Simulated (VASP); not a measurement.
# ZnS (R3m) in VASP: notebook, part 2 of 3

VASP 6.6.1. Earlier steps stand in the parts before.

## 3. Single point, PBEsol

Contents of INCAR:

```
PREC = Accurate
ENCUT = 520
EDIFF = 1E-6
ISMEAR = 0
SIGMA = 0.05
LREAL = F
LASPH = T
NELM = 80
ALGO = Normal
ISIF = 2
LWAVE = F
LCHARG = F
GGA = PS
NBANDS = 16
```

Contents of KPOINTS:

```
Automatic mesh
0
Gamma
  10 10 10
```

Contents of POSCAR:

```
ZnS
1.0
    0.0000000000      2.6782590749      2.6782590749
    2.6782590749      0.0000000000      2.6782590749
    2.6782590749      2.6782590749      0.0000000000
Zn S
1 1
Direct
    0.0000000000      0.0000000000      0.0000000000
    0.6287423034      0.7904192322      0.7904192322
```

Potentials or basis: VASP PAW PBE potentials, release 64 (Zn, S).

The run is started by

```sh
$ cat potpaw_PBE.64/Zn/POTCAR potpaw_PBE.64/S/POTCAR > POTCAR
$ mpirun -np 1 vasp_std > vasp.out
```

OUTCAR:

```text
PREC = Accurate
   ENCUT = 520
   EDIFF = 1E-6
   ISMEAR = 0
   LREAL = F
   LASPH = T
   NELM = 80
   ISIF = 2
   GGA = PS

 ion  position               nearest neighbor table
   1  0.000  0.000  0.000-   2 1.94   2 2.47   2 2.47   2 2.47
   2  0.629  0.790  0.790-   1 1.94   1 2.47   1 2.47   1 2.47

  LATTYP: Found a face centered cubic cell.
 ALAT       =     5.3565181498

  Lattice vectors:

 A1 = (   0.0000000000,   2.6782590749,   2.6782590749)
 A2 = (   2.6782590749,   0.0000000000,   2.6782590749)
 A3 = (   2.6782590749,   2.6782590749,   0.0000000000)

Analysis of symmetry for initial positions (statically):
=====================================================================
 Subroutine PRICEL returns:
 Original cell was already a primitive cell.

 Routine SETGRP: Setting up the symmetry group for a
 face centered cubic supercell.

 Subroutine GETGRP returns: Found  6 space group operations
 (whereof  6 operations were pure point group operations)
 out of a pool of 48 trial point group operations.

The static configuration has the point symmetry C_3v.

Analysis of symmetry for dynamics (positions and initial velocities):
=====================================================================
 Subroutine PRICEL returns:
 Original cell was already a primitive cell.

 Routine SETGRP: Setting up the symmetry group for a
 face centered cubic supercell.

 Subroutine GETGRP returns: Found  6 space group operations
 (whereof  6 operations were pure point group operations)
 out of a pool of 48 trial point group operations.

The dynamic configuration has the point symmetry C_3v.

 Subroutine INISYM returns: Found  6 space group operations
 (whereof  6 operations are pure point group operations),
 and found     1 'primitive' translations

----------------------------------------------------------------------------------------

                                     Primitive cell

  volume of cell :      38.4227

[... 107 lines left out ...]
     AMIX     =   0.40;   BMIX     =  1.00
     AMIX_MAG =   1.60;   BMIX_MAG =  1.00
  volume/ion in A,a.u.               =      19.21       129.64
  Fermi-wavevector in a.u.,A,eV,Ry     =   1.271461  2.402713 21.995360  1.616613
  Thomas-Fermi vector in A             =   2.404393
   LORBIT       =      0    0 simple, 1 ext, 2 COOP (PROOUT), +10 PAW based schemes
   GGA     = PS    functional components
   LHFCALC =     F    Hartree Fock is set to
   AEXX    =    0.0000 exact exchange contribution
   IVDW    =     0    specifies the selected vdW correction
   LEPSILON=     F    determine dielectric tensor
   LRPA    =     F    only Hartree local field effects (RPA)
 non-spin polarized calculation
 Gauss-broadening in eV      SIGMA  =   0.05
  energy-cutoff  :      520.00
  volume of cell :       38.42
 maximum number of plane-waves:      1056
   NGX = 15   NGY = 15   NGZ = 15

 number of electron      18.0000016 magnetization

 Free energy of the ion-electron system (eV)
  ---------------------------------------------------
  ext. energy  EPLUGINS =         0.00000000
  ---------------------------------------------------
  free energy    TOTEN  =        -6.79674928 eV

  energy without entropy =       -6.79674928  energy(sigma->0) =       -6.79674928

 E-fermi :   2.6581     XC(G=0):  -9.9621

 val. band max:        2.4368994835   @ k =   0.0000   0.0000   0.0000
 cond. band min:       4.4092930393   @ k =   0.0000   0.0000   0.0000
 fundamental gap:      1.9723935557
 Fermi energy:         2.6580505013

 k-point     1 :       0.0000    0.0000    0.0000
  band No.  band energies     occupation
      1     -11.2986      2.00000
      2      -4.9086      2.00000
      3      -4.4813      2.00000
      4      -4.4813      2.00000
      5      -4.0070      2.00000
      6      -4.0070      2.00000
[... 433 lines left out ...]
      3      -4.5009      2.00000
      4      -4.1948      2.00000
      5      -3.9197      2.00000
      6      -3.7954      2.00000
[... 8 lines left out ...]
     15      15.2866      0.00000
     16      16.2069      0.00000

 [... further k-points ...]

------------------------ aborting loop because EDIFF is reached ----------------------------------------

  FORCE on cell =-STRESS in cart. coord.  units (eV):
  Direction    XX          YY          ZZ          XY          YZ          ZX
  --------------------------------------------------------------------------------------
  -------------------------------------------------------------------------------------
  Total        2.1071482      2.1071482      2.1071482     -3.0599881      3.0599881     -3.0599881
  in kB       87.8654035     87.8654035     87.8654035   -127.5976174    127.5976174   -127.5976174
  external PRESSURE =      87.8654035 kB  Pullay stress =       0.0000000 kB

 VOLUME and BASIS-vectors are now :
 -----------------------------------------------------------------------------
  energy-cutoff  :      520.00
  volume of cell :       38.42
      direct lattice vectors                 reciprocal lattice vectors
     0.000000000  2.678259075  2.678259075    -0.186688437  0.186688437  0.186688437
     2.678259075  0.000000000  2.678259075     0.186688437 -0.186688437  0.186688437
     2.678259075  2.678259075  0.000000000     0.186688437  0.186688437 -0.186688437

 POSITION                                       TOTAL-FORCE (eV/Angst)
 -----------------------------------------------------------------------------------
      0.00000      0.00000      0.00000         3.219884     -3.219884     -3.219884
      4.23389      3.80088      3.80088        -3.219884      3.219884      3.219884
 -----------------------------------------------------------------------------------
    total drift:                               -0.000227      0.000224      0.000224

  FREE ENERGIE OF THE ION-ELECTRON SYSTEM (eV)
  ---------------------------------------------------
  free  energy   TOTEN  =        -6.7967492794 eV

  energy  without entropy=       -6.7967492794  energy(sigma->0) =       -6.79674928
```

OSZICAR:

```text
N       E                     dE             d eps       ncg     rms          rms(c)
DAV:   1     0.892720714049E+02    0.89272E+02   -0.89972E+03  3736   0.136E+03
DAV:   2    -0.152554702609E+01   -0.90798E+02   -0.84821E+02  4272   0.261E+02
DAV:   3    -0.728172673419E+01   -0.57562E+01   -0.57324E+01  4632   0.644E+01
DAV:   4    -0.734262668972E+01   -0.60900E-01   -0.60888E-01  4488   0.682E+00
DAV:   5    -0.734332642487E+01   -0.69974E-03   -0.69972E-03  4776   0.708E-01    0.886E+00
DAV:   6    -0.683138134482E+01    0.51195E+00   -0.10169E+00  5224   0.384E+01    0.655E+00
DAV:   7    -0.680222300626E+01    0.29158E-01   -0.36055E-01  4856   0.612E+00    0.309E+00
DAV:   8    -0.679719948426E+01    0.50235E-02   -0.99124E-03  4528   0.143E+00    0.846E-01
DAV:   9    -0.679667213230E+01    0.52735E-03   -0.18217E-03  4584   0.336E-01    0.120E-01
DAV:  10    -0.679673867448E+01   -0.66542E-04   -0.18453E-04  4776   0.130E-01    0.478E-02
DAV:  11    -0.679674838439E+01   -0.97099E-05   -0.22006E-05  5160   0.936E-02    0.802E-03
DAV:  12    -0.679674927943E+01   -0.89504E-06   -0.39787E-06  4848   0.329E-02
   1 F= -.67967493E+01 E0= -.67967493E+01  d E =-.180019E-12
```

stdout:

```text
POSCAR found type information on POSCAR ZnS
 POSCAR found :  2 types and       2 ions
 scaLAPACK will be used
 -----------------------------------------------------------------------------
|                                                                             |
|                                                                             |
|     You enforced a specific xc type in the INCAR file but a different       |
|     I HOPE YOU KNOW WHAT YOU ARE DOING!                                     |
|                                                                             |
 -----------------------------------------------------------------------------

 LDA part: xc-table for (Slater+PW92), standard interpolation
 POSCAR, INCAR and KPOINTS ok, starting setup
 FFT: planning ... GRIDC
 FFT: planning ... GRID_SOFT
 FFT: planning ... GRID
 WAVECAR not read
 entering main loop
```

Wall time 83 s (1 thread of Intel Xeon 8259CL, shared host); peak memory 0.2 GiB.

Results:

| Item | Value |
| --- | --- |
| Free energy | -6.7967 eV |
| Pressure | 8.8 GPa |
| Largest force | 5.577 eV/Å |
| Band gap on the k mesh | 1.97 eV |

Forces in eV/Å, atoms in the order of the input:
```
Zn   3.220 -3.220 -3.220
S   -3.220  3.220  3.220
```

Stress tensor (GPa, compression positive):
```
  8.79 -12.76 -12.76
-12.76   8.79  12.76
-12.76  12.76   8.79
```

Caveat: the cell differs from its parent crystal (all S atoms moved +0.375 Å, as atom 2 towards its neighbour atom 1 (Zn) at 2.319 Å); the cell stands under pressure; the PAW data sets were made with another functional, which shifts forces and pressure a little.

## 4. Single point, PBEsol

Contents of INCAR:

```
SYSTEM = ZnS
ALGO = Normal
EDIFF = 1E-6
ENCUT = 520
GGA = PS
ISIF = 2
ISMEAR = 0
LASPH = .True.
LCHARG = .False.
LREAL = .False.
LWAVE = .False.
NBANDS = 16
NELM = 80
PREC = Accurate
SIGMA = 0.05
```

Contents of KPOINTS:

```
k-points
0
Gamma
  10 10 10
  0 0 0
```

POSCAR, as its differences from that of step 3:

```diff
@@ -9,2 +9,2 @@
     0.0000000000      0.0000000000      0.0000000000
-    0.6287423034      0.7904192322      0.7904192322
+    0.8308384644      0.7230538452      0.7230538452
```

The run is started by

```sh
$ cat potpaw_PBE.64/Zn/POTCAR potpaw_PBE.64/S/POTCAR > POTCAR
$ mpirun -np 1 vasp_std > vasp.out
```

Run time: 70 s. Hardware: 1 thread of Intel Xeon 8259CL, shared host; peak memory 0.2 GiB.

It converged, with:

* Free energy: -7.4579 eV
* Pressure: 1.7 GPa
* Largest force: 0.843 eV/Å
* Band gap on the k mesh: 2.04 eV

Forces on the atoms (eV/Å):
```
Zn  -0.487  0.487  0.487
S    0.487 -0.487 -0.487
```

Stress tensor (GPa, compression positive):
```
 1.73  2.24  2.24
 2.24  1.73 -2.24
 2.24 -2.24  1.73
```

Levels at points of the mesh, in eV from the valence-band top:
```
           k point  band 6  band 7  band 8  band 9  band 10  band 11  band 12  band 13
(0.00, 0.00, 0.00)   -6.12   -0.21   -0.21    0.00     2.04     6.28     6.28     6.42
(0.50, 0.00, 0.00)   -5.86   -5.03   -0.88   -0.88     2.84     6.41     6.41     8.43
(0.00, 0.50, 0.00)   -5.94   -5.67   -1.44   -0.64     3.29     6.23     7.54     8.74
(0.50, 0.50, 0.00)   -5.91   -4.80   -2.52   -2.22     2.96     3.88    10.87    12.00
```

Caveat: the cell differs from its parent crystal (all S atoms moved -0.250 Å, as atom 2 towards its neighbour atom 1 (Zn) at 2.319 Å); the PAW data sets were made with another functional, which shifts forces and pressure a little.

[end of part 2 of 3]
